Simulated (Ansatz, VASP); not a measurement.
**One calculation of Re, two programs**

The input POSCAR:

```
Re
1.0
    0.0000000000      1.9750000000      1.9750000000
    1.9750000000      0.0000000000      1.9750000000
    1.9750000000      1.9750000000      0.0000000000
Re
1
Direct
    0.0000000000      0.0000000000      0.0000000000
```

File INCAR.step1:

```
SYSTEM = Re
ALGO = Normal
EDIFF = 1E-4
ENCUT = 600
GGA = PE
ISMEAR = 0
LASPH = .True.
LCHARG = .False.
LREAL = .False.
LWAVE = .True.
NELM = 100
PREC = Accurate
SIGMA = 0.005
```

Contents of INCAR.step2:

```
SYSTEM = Re
ALGO = Normal
EDIFF = 1E-6
EDIFFG = -0.002
ENCUT = 600
IBRION = 2
ISIF = 3
ISMEAR = 0
ISTART = 1
LASPH = .True.
LCHARG = .False.
LMIXTAU = .True.
LREAL = .False.
LWAVE = .False.
METAGGA = R2SCAN
NELM = 100
NSW = 100
PREC = Accurate
SIGMA = 0.005
```

The input KPOINTS:

```
k-points
0
Gamma
  14 14 14
  0 0 0
```

Input for Ansatz:

```yaml
crystal:
  lattice:
    - [0.0, 1.975, 1.975]
    - [1.975, 0.0, 1.975]
    - [1.975, 1.975, 0.0]
  atoms:
    - { symbol: Re, position: [0.0, 0.0, 0.0] }
kpoints:
  mp_grid: { grid: [14, 14, 14] }
scf:
  occupations: { method: gaussian, width: 0.005 }
hamiltonian:
  xc: r2scan
  pseudopotentials: { kind: paw }
relax:
  f_tol: 0.002
  max_steps: 80
  cell: {}
output:
  forces: true
  stress: true
```

Alike in both runs: task relaxation of cell and atoms; functional r2SCAN; k mesh 14 × 14 × 14; occupations gaussian, width 0.005 eV; no spin polarisation.

|  | VASP | Ansatz |
| --- | --- | --- |
| version | VASP 6.6.1 | Ansatz 0.2.0 |
| potentials or method | VASP PAW PBE potentials, release 64 (Re) | PAW with Ansatz's default frozen-core files, scalar-relativistic |
| plane-wave cutoff (eV) | 600 | 500 |
| valence electrons in the cell | 7 | 15 |

```csv
,VASP,Ansatz,Ansatz less VASP
relaxed volume (Å³/atom),14.76,14.75,-0.004
relaxed cell length with the largest relative difference (Å),2.753,2.753,-0.0003
```

VASP's potentials were made for PBE, not for r2SCAN. VASP's potentials hold 7 valence electrons a cell and Ansatz's 15, so a difference there can come from the potentials and not from the codes.

Neither program's run includes spin-orbit coupling.
